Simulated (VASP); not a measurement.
# CuAu (P4/mmm) in VASP: single point with PBE

Aim: the single point of CuAu with PBE.

Program: VASP 6.6.1. These are calculated values, not measurements. Logs are shortened: lines on timing, memory, paths and dates and some standing lists are left out, and cuts for length are marked.

## (1) The cell of the first run

Symmetry: P4/mmm, No. 123, tetragonal system. Conventional cell: a = 2.811 Å, b = 2.811 Å, c = 3.685 Å, α = 90.00°, β = 90.00°, γ = 90.00°. Cu (site symmetry 4/mmm) has 8 Au at 2.71 Å and 4 Cu at 2.81 Å within 3.6 Å. Within 3.6 Å of Au (site symmetry 4/mmm) lie 8 Cu at 2.71 Å and 4 Au at 2.81 Å.

## (2) Single point, PBE

Contents of INCAR:

```
ALGO = Normal ; EDIFF = 1E-6
ENCUT = 520 ; GGA = PE
ISIF = 2 ; ISMEAR = 0
LASPH = T ; LCHARG = F
LREAL = F ; LWAVE = F
NBANDS = 18 ; NELM = 80
PREC = Accurate ; SIGMA = 0.05
```

Contents of KPOINTS:

```
k-points
0
Gamma
  12 12 10
```

Contents of POSCAR:

```
CuAu
1.0
    2.8107494552      0.0000000000      0.0000000000
    0.0000000000      2.8107494552      0.0000000000
    0.0000000000      0.0000000000      3.6850000000
Cu Au
1 1
Direct
    0.5000000000      0.5000000000      0.5000000000
    0.0000000000      0.0000000000      0.0000000000
```

Potentials or basis: VASP PAW PBE potentials, release 64 (Cu, Au).

The run is started by

```bash
$ cat potpaw_PBE.64/Cu/POTCAR potpaw_PBE.64/Au/POTCAR > POTCAR
$ mpirun -np 1 vasp_std > vasp.out
```

OUTCAR:

```text
EDIFF = 1E-6
   ENCUT = 520
   GGA = PE
   ISIF = 2
   ISMEAR = 0
   LASPH = T
   LREAL = F
   NELM = 80
   PREC = Accurate

 ion  position               nearest neighbor table
   1  0.500  0.500  0.500-   2 2.71   2 2.71   2 2.71   2 2.71   2 2.71   2 2.71   2 2.71   2 2.71

   2  0.000  0.000  0.000-   1 2.71   1 2.71   1 2.71   1 2.71   1 2.71   1 2.71   1 2.71   1 2.71

  LATTYP: Found a simple tetragonal cell.
 ALAT       =     2.8107494552
 C/A-ratio  =     1.3110382333

  Lattice vectors:

 A1 = (   2.8107494552,   0.0000000000,   0.0000000000)
 A2 = (   0.0000000000,   2.8107494552,   0.0000000000)
 A3 = (   0.0000000000,   0.0000000000,   3.6850000000)

Analysis of symmetry for initial positions (statically):
=====================================================================
 Subroutine PRICEL returns:
 Original cell was already a primitive cell.

 Routine SETGRP: Setting up the symmetry group for a
 simple tetragonal supercell.

 Subroutine GETGRP returns: Found 16 space group operations
 (whereof 16 operations were pure point group operations)
 out of a pool of 16 trial point group operations.

The static configuration has the point symmetry D_4h.

Analysis of symmetry for dynamics (positions and initial velocities):
=====================================================================
 Subroutine PRICEL returns:
 Original cell was already a primitive cell.

 Routine SETGRP: Setting up the symmetry group for a
 simple tetragonal supercell.

 Subroutine GETGRP returns: Found 16 space group operations
 (whereof 16 operations were pure point group operations)
 out of a pool of 16 trial point group operations.

The dynamic configuration has the point symmetry D_4h.

 Subroutine INISYM returns: Found 16 space group operations
 (whereof 16 operations are pure point group operations),
 and found     1 'primitive' translations

----------------------------------------------------------------------------------------

                                     Primitive cell

  volume of cell :      29.1127

  direct lattice vectors                    reciprocal lattice vectors
     2.810749455  0.000000000  0.000000000     0.355776997  0.000000000  0.000000000
     0.000000000  2.810749455  0.000000000     0.000000000  0.355776997  0.000000000
     0.000000000  0.000000000  3.685000000     0.000000000  0.000000000  0.271370421

  length of vectors
     2.810749455  2.810749455  3.685000000     0.355776997  0.355776997  0.271370421

  position of ions in fractional coordinates (direct lattice)
[... 73 lines left out ...]
   ISPIN  =      1    spin polarized calculation?
   LNONCOLLINEAR =      F non collinear calculations
   LSORBIT =      F    spin-orbit coupling
   LASPH  =      T    aspherical Exc in radial PAW
   ENCUT  =  520.0 eV  38.22 Ry    6.18 a.u.   5.23  5.23  6.85*2*pi/ulx,y,z
   NELM   =     80;   NELMIN=  2; NELMDL= -5     # of ELM steps
   EDIFF  = 0.1E-05   stopping-criterion for ELM
   LREAL  =      F    real-space projection
   EDIFFG = 0.1E-04   stopping-criterion for IOM
   NSW    =      0    number of steps for IOM
   IBRION =     -1    ionic relax: 0-MD 1-quasi-New 2-CG
   NFREE  =      0    steps in history (QN), initial steepest desc. (CG)
   ISIF   =      2    stress and relaxation
   ISYM   =      2    0-nonsym 1-usesym 2-fastsym
   POTIM  = 0.5000    time-step for ionic-motion
   TEBEG  =    0.0;   TEEND  =   0.0 temperature during run
   PSTRESS=    0.0 pullay stress
   NELECT =      22.0000    total number of electrons
   NUPDOWN=      -1.0000    fix difference up-down
   EMIN   =  10.00;   EMAX   =-10.00  energy-range for DOS
   EFERMI =   0.00;   METHOD = LEGACY
   ISMEAR =     0;   SIGMA  =   0.05  broadening in eV -4-tet -1-fermi 0-gaus
   EFERMI_NEDOS =   21; number of points for ismear=-14 and -15
   IALGO  =     38    algorithm
   IMIX   =      4    mixing-type and parameters
     AMIX     =   0.40;   BMIX     =  1.00
     AMIX_MAG =   1.60;   BMIX_MAG =  1.00
  volume/ion in A,a.u.               =      14.56        98.23
  Fermi-wavevector in a.u.,A,eV,Ry     =   1.491152  2.817868 30.253005  2.223533
  Thomas-Fermi vector in A             =   2.603843
   LORBIT       =      0    0 simple, 1 ext, 2 COOP (PROOUT), +10 PAW based schemes
   GGA     = PE    functional components
   LHFCALC =     F    Hartree Fock is set to
   AEXX    =    0.0000 exact exchange contribution
   IVDW    =     0    specifies the selected vdW correction
   LEPSILON=     F    determine dielectric tensor
   LRPA    =     F    only Hartree local field effects (RPA)
 non-spin polarized calculation
 Gauss-broadening in eV      SIGMA  =   0.05
  energy-cutoff  :      520.00
  volume of cell :       29.11
 maximum number of plane-waves:       806
 NGX is ok and might be reduce to    24
   NGX = 11   NGY = 11   NGZ = 13

 number of electron      22.0000010 magnetization

 Free energy of the ion-electron system (eV)
  ---------------------------------------------------
  ext. energy  EPLUGINS =         0.00000000
  ---------------------------------------------------
  free energy    TOTEN  =        -7.04961850 eV

  energy without entropy =       -7.04877842  energy(sigma->0) =       -7.04919846

 E-fermi :   8.7304     XC(G=0): -12.6641

 val. band max:        8.7109901849   @ k =   0.5000   0.1667   0.0000
 cond. band min:       8.7506389410   @ k =   0.1667   0.0833   0.3000
 fundamental gap:      0.0396487561
 Fermi energy:         8.7304448276

 k-point     1 :       0.0000    0.0000    0.0000
  band No.  band energies     occupation
      1      -1.0365      2.00000
      2       2.1389      2.00000
      3       2.2868      2.00000
      4       4.6713      2.00000
      5       4.6713      2.00000
      6       5.7366      2.00000
[... 481 lines left out ...]
      5       5.2826      2.00000
      6       6.4196      2.00000
[... 10 lines left out ...]
     17      21.4691      0.00000
     18      21.4811      0.00000

 [... further k-points ...]
[... 5 lines left out ...]
  --------------------------------------------------------------------------------------
  -------------------------------------------------------------------------------------
  Total        0.9732683      0.9732683      0.5688653      0.0000000      0.0000000      0.0000000
  in kB       53.5625673     53.5625673     31.3067719      0.0000000      0.0000000      0.0000000
  external PRESSURE =      46.1439688 kB  Pullay stress =       0.0000000 kB

 VOLUME and BASIS-vectors are now :
 -----------------------------------------------------------------------------
  energy-cutoff  :      520.00
  volume of cell :       29.11
      direct lattice vectors                 reciprocal lattice vectors
     2.810749455  0.000000000  0.000000000     0.355776997  0.000000000  0.000000000
     0.000000000  2.810749455  0.000000000     0.000000000  0.355776997  0.000000000
     0.000000000  0.000000000  3.685000000     0.000000000  0.000000000  0.271370421

 POSITION                                       TOTAL-FORCE (eV/Angst)
 -----------------------------------------------------------------------------------
      1.40537      1.40537      1.84250         0.000000      0.000000      0.000000
      0.00000      0.00000      0.00000         0.000000      0.000000      0.000000
 -----------------------------------------------------------------------------------
    total drift:                                0.000000      0.000000     -0.000000

  FREE ENERGIE OF THE ION-ELECTRON SYSTEM (eV)
  ---------------------------------------------------
  free  energy   TOTEN  =        -7.0496185016 eV

  energy  without entropy=       -7.0487784217  energy(sigma->0) =       -7.04919846
```

stdout:

```text
POSCAR found type information on POSCAR CuAu
 POSCAR found :  2 types and       2 ions
 scaLAPACK will be used
 LDA part: xc-table for (Slater+PW92), standard interpolation
 POSCAR, INCAR and KPOINTS ok, starting setup
 FFT: planning ... GRIDC
 FFT: planning ... GRID_SOFT
 FFT: planning ... GRID
 WAVECAR not read
 entering main loop
```

Wall time 43 s (1 thread of Intel Xeon Platinum 8488C (Sapphire Rapids), shared host); peak memory 0.21 GiB.

What came out:

```yaml
Free_energy: -7.0496 eV
Pressure: 4.6 GPa
Band_gap_on_the_k_mesh: zero (band 11 reaches 14.10 eV, above the bottom of band 12 at 6.75 eV)
```

Stress tensor (GPa, compression positive):
```
5.36 0.00 0.00
0.00 5.36 0.00
0.00 0.00 3.13
```

Caveat: spin-orbit coupling is left out, which moves the levels of the heavy elements.
